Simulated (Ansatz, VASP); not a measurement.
## One calculation of Al2Cu, two programs

File INCAR:

```
ALGO     = Fast           # electronic algorithm
EDIFF    = 1E-6           # SCF threshold, eV
ENCUT    = 520            # plane-wave cutoff, eV
GGA      = PE             # functional
ISIF     = 2              # what is computed and relaxed
ISMEAR   = 0              # smearing method
LASPH    = T              # aspherical terms in the spheres
LCHARG   = F              # write CHGCAR
LREAL    = F              # projectors in reciprocal space
LWAVE    = F              # write WAVECAR
NBANDS   = 26             # bands
NELM     = 80             # most SCF steps
PREC     = Accurate       # precision mode
SIGMA    = 0.15           # smearing width, eV
```

The input KPOINTS:

```
k-points
0
Gamma
  10 10 10
```

The input POSCAR:

```
Al2Cu
1.0
   -3.1472000000      3.1472000000      2.4901000000
    3.1472000000     -3.1472000000      2.4901000000
    3.1472000000      3.1472000000     -2.4901000000
Al Cu
4 2
Direct
    0.1587211657      0.6587211657      0.8174423314
    0.6587211657      0.8412788343      0.5000000000
    0.8412788343      0.3412788343      0.1825576686
    0.3412788343      0.1587211657      0.5000000000
    0.7500000000      0.7500000000      0.0000000000
    0.2500000000      0.2500000000      0.0000000000
```

Input for Ansatz:

```yaml
crystal:
  lattice:
    - [-3.1472, 3.1472, 2.4901]
    - [3.1472, -3.1472, 2.4901]
    - [3.1472, 3.1472, -2.4901]
  atoms:
    - { symbol: Al, position: [0.1587211657, 0.6587211657, 0.8174423314] }
    - { symbol: Al, position: [0.6587211657, 0.8412788343, 0.5] }
    - { symbol: Al, position: [0.8412788343, 0.3412788343, 0.1825576686] }
    - { symbol: Al, position: [0.3412788343, 0.1587211657, 0.5] }
    - { symbol: Cu, position: [0.75, 0.75, 0.0] }
    - { symbol: Cu, position: [0.25, 0.25, 0.0] }
basis:
  ecutwfc: 520.0
kpoints:
  mp_grid: { grid: [10, 10, 10] }
hamiltonian:
  xc: pbe
  pseudopotentials: { kind: paw, azcp: { folder: soft_1 } }
scf:
  occupations: { method: gaussian, width: 0.15 }
output:
  forces: true
  stress: true
  eigenvalues: true
```

Alike in both runs: task single point; functional PBE; k mesh 10 × 10 × 10; occupations gaussian, width 0.15 eV; no spin polarisation.

|  | VASP | Ansatz |
| --- | --- | --- |
| version | VASP 6.6.1 | Ansatz 0.2.0 |
| potentials or method | VASP PAW PBE potentials, release 64 (Al, Cu), cutoff 520 eV | scalar-relativistic, plane waves, PAW |
| valence electrons in the cell | 34 | 50 |

|  | VASP | Ansatz | Ansatz less VASP |
| --- | --- | --- | --- |
| gap on the k mesh at the Fermi level (eV) | none | none | - |
| pressure (GPa) | -7.4 | -7.8 | -0.47 |
| traceless stress, the component that is largest in VASP (GPa) | 1.35 | 1.33 | -0.019 |

A gap of «none» marks a metal or a gap that the smearing closes. VASP's potentials hold 34 valence electrons a cell and Ansatz's 50, so a difference there can come from the potentials and not from the codes.
